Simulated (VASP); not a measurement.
**Mo: single point with PBEsol**

Mo:

```
Mo
1.0
     0.00000    0.00000   -4.98414
     5.48467    0.00000    0.00000
    -2.74234   -4.74986    0.00000
Mo
8
Cartesian
  0.0000 0.0000 -1.2460
  0.0000 0.0000 -3.7381
  2.7423 0.0000 -1.2460
  2.7423 0.0000 -3.7381
  -1.3712 -2.3749 -1.2460
  -1.3712 -2.3749 -3.7381
  1.3712 -2.3749 -1.2460
  1.3712 -2.3749 -3.7381
```

```
Program             : VASP 6.6.1
Task                : single point
Functional          : PBEsol
Potentials or basis : VASP PAW PBE potentials, release 64 (Mo_sv)
Cutoff              : 520 eV
k mesh              : 8 × 6 × 6
Occupations         : gaussian, width 0.15 eV
Spin                : no spin polarisation
```

```
Pressure               : 0.4 GPa
Band gap on the k mesh : zero (band 56 reaches 12.24 eV, above the bottom of band 57 at 10.89 eV)
```

Stress tensor (GPa, compression positive):
```
 1.53  0.00  0.00
 0.00  1.53  0.00
 0.00  0.00 -1.93
```

Levels at points of the mesh, in eV from the Fermi level:
```tsv
k point	band 54	band 55	band 56	band 57	band 58	band 59
(0.00, 0.00, 0.00)	-0.01	0.26	0.52	0.52	0.97	0.97
(0.50, 0.00, 0.00)	0.32	0.32	0.32	0.32	0.32	1.06
(0.00, 0.50, 0.00)	-1.23	-0.16	-0.16	0.28	0.28	0.42
(0.50, 0.50, 0.00)	-0.24	-0.24	-0.24	0.21	0.21	0.21
```

It took 7.8 min on 1 thread of AMD EPYC 7R43 64-Core Processor (Zen 3), with other jobs on the host, peak memory 0.34 GiB.

Caveat: the PAW data sets were made with another functional, which shifts forces and pressure a little.
